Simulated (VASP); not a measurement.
A run of VASP 6.6.1 is set up as follows.

The input INCAR:

```
ALGO = Normal
EDIFF = 1E-6
ENCUT = 520
GGA = PE
ISIF = 2
ISMEAR = -1
LASPH = True
LCHARG = True
LELF = True
LREAL = False
LVHAR = True
LWAVE = False
NBANDS = 35
NELM = 60
PREC = Accurate
SIGMA = 0.02
```

Contents of KPOINTS:

```
k-points
0
Gamma
  6 6 8
```

POSCAR

```
SnO2
1.0
    4.8274209106      0.0000000000      0.0000000000
    0.0000000000      4.8274209106      0.0000000000
    0.0000000000      0.0000000000      3.2381129378
Sn O
2 4
Direct
    0.0000000000      0.0000000000      0.0000000000
    0.5000000000      0.5000000000      0.5000000000
    0.3065852470      0.3065852470      0.0000000000
    0.1934147530      0.8065852470      0.5000000000
    0.8065852470      0.1934147530      0.5000000000
    0.6934147530      0.6934147530      0.0000000000
```

Potentials or basis: VASP PAW PBE potentials, release 64 (Sn_d, O).

The run is started by

```bash
$ cat potpaw_PBE.64/Sn_d/POTCAR potpaw_PBE.64/O/POTCAR > POTCAR
$ mpirun -np 1 vasp_std > vasp.out
```

Task: Predict the largest force.

Result: 0.018 eV/Å.

Task: What does it give for the band gap on the k mesh?

Result: 0.67 eV, direct.

Task: Estimate the pressure.

Result: 0.6 GPa.

Forces in eV/Å, atoms in the order of the input:
```
Sn   0.000  0.000  0.000
Sn   0.000  0.000  0.000
O   -0.012 -0.012  0.000
O    0.012 -0.012  0.000
O   -0.012  0.012  0.000
O    0.012  0.012  0.000
```

Caveat: spin-orbit coupling is left out, which moves the levels of the heavy elements. A hybrid or GW would open this gap; PBE tends to underestimate it.
